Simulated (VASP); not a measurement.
Input of a VASP 6.6.1 run:

Contents of POSCAR:

```
ZnS
1.0
   -0.0607385510      2.6907313116      2.6907313116
    2.6907313116     -0.0607385510      2.6907313116
    2.6907313116      2.6907313116     -0.0607385510
Zn S
1 1
Direct
   -0.0018929377     -0.0018929377     -0.0018929377
    0.2518929377      0.2518929377      0.2518929377
```

The input INCAR.step1:

```
SYSTEM = ZnS
PREC = Accurate
ENCUT = 520
EDIFF = 1E-5
ISMEAR = 0
SIGMA = 0.01
LREAL = .FALSE.
LASPH = .TRUE.
NELM = 60
ALGO = Normal
ISIF = 2
LWAVE = .TRUE.
LCHARG = .FALSE.
GGA = PE
NBANDS = 16
```

INCAR.step2

```
SYSTEM = ZnS
PREC = Accurate
ENCUT = 520
EDIFF = 1E-6
ISMEAR = 0
SIGMA = 0.01
LREAL = .FALSE.
LASPH = .TRUE.
NELM = 60
ALGO = Normal
ISIF = 2
LWAVE = .FALSE.
LCHARG = .FALSE.
GGA = PE
LHFCALC = .TRUE.
HFSCREEN = 0.2079
PRECFOCK = Normal
ISTART = 1
NBANDS = 16
```

Contents of KPOINTS:

```
Automatic mesh
0
G
  6 6 6
  0 0 0
```

Potentials or basis: VASP PAW PBE potentials, release 64 (Zn, S).

The run is started by

```sh
$ cat potpaw_PBE.64/Zn/POTCAR potpaw_PBE.64/S/POTCAR > POTCAR
$ cp INCAR.step1 INCAR
$ mpirun -np 1 vasp_std > vasp.out
$ cp INCAR.step2 INCAR
$ mpirun -np 1 vasp_std > vasp.out
```

(1) Estimate the pressure.

(2) What does it give for the largest force?

(3) Predict the band gap on the k mesh.

Answers

(1) -0.7 GPa.

(2) 0.008 eV/Å.

(3) 3.10 eV.

Caveat: the cell differs from its parent crystal (epitaxial 111 strain +2.1%); the PAW data sets were made with another functional, which shifts forces and pressure a little.
